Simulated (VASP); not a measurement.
Set up this calculation in VASP 6.6.1, as the native input.

* Task: single point
* Functional: r2SCAN
* Potentials or basis: VASP PAW PBE potentials, release 64 (Si)
* Cutoff: 520 eV
* k mesh: 12 × 12 × 6
* Occupations: gaussian, width 0.05 eV
* Spin: no spin polarisation
* Dipole correction: no
* Further INCAR settings: ALGO = Normal; EDIFF = 1e-06; NBANDS = 16

The system is Si.

```
Si
1.0
     3.51048    0.00000    0.00000
    -1.75524    3.04017    0.00000
     0.00000    0.00000    7.54303
Si
4
Direct
  0.33333 0.66667 0.06301
  0.66667 0.33333 0.56301
  0.33333 0.66667 0.43699
  0.66667 0.33333 0.93699
```

This isn't the form of Si at room conditions, which is diamond.

This cell differs from its parent crystal: ratio of the length along z to the lengths across it x 1.3, volume and fractional coordinates fixed.

The input as run:

POSCAR

```
Si
1.0
    3.5104841895      0.0000000000      0.0000000000
   -1.7552420948      3.0401684877      0.0000000000
    0.0000000000      0.0000000000      7.5430293967
Si
4
Direct
    0.3333333333      0.6666666667      0.0630095000
    0.6666666667      0.3333333333      0.5630095000
    0.3333333333      0.6666666667      0.4369905000
    0.6666666667      0.3333333333      0.9369905000
```

INCAR.step1

```
  ALGO = Normal
  EDIFF = 1E-4
  ENCUT = 520
  GGA = PE
  ISMEAR = 0
  LASPH = T
  LCHARG = F
  LREAL = F
  LWAVE = T
  NBANDS = 16
  NELM = 100
  PREC = Accurate
  SIGMA = 0.05
```

INCAR.step2

```
  ALGO = Normal
  EDIFF = 1E-6
  ENCUT = 520
  ISIF = 2
  ISMEAR = 0
  ISTART = 1
  LASPH = T
  LCHARG = F
  LMIXTAU = T
  LREAL = F
  LWAVE = F
  METAGGA = R2SCAN
  NBANDS = 16
  NELM = 100
  PREC = Accurate
  SIGMA = 0.05
```

KPOINTS

```
k-points
0
Gamma
  12 12 6
```

Potentials or basis: VASP PAW PBE potentials, release 64 (Si).

Command:

```console
$ cat potpaw_PBE.64/Si/POTCAR > POTCAR
$ cp INCAR.step1 INCAR
$ mpirun -np 1 vasp_std > vasp.out
$ cp INCAR.step2 INCAR
$ mpirun -np 1 vasp_std > vasp.out
```

It gave:

* Pressure: 6.9 GPa
* Largest force: 1.074 eV/Å
* Band gap on the k mesh: zero (bands 8 and 9 overlap by 1.36 eV)

Caveat: the cell stands under pressure; the PAW data sets were made with another functional, which shifts forces and pressure a little.

Wall time 2.2 min on 1 thread of Intel(R) Xeon(R) 6975P-C (Granite Rapids), on a shared host, peak memory 0.24 GiB.
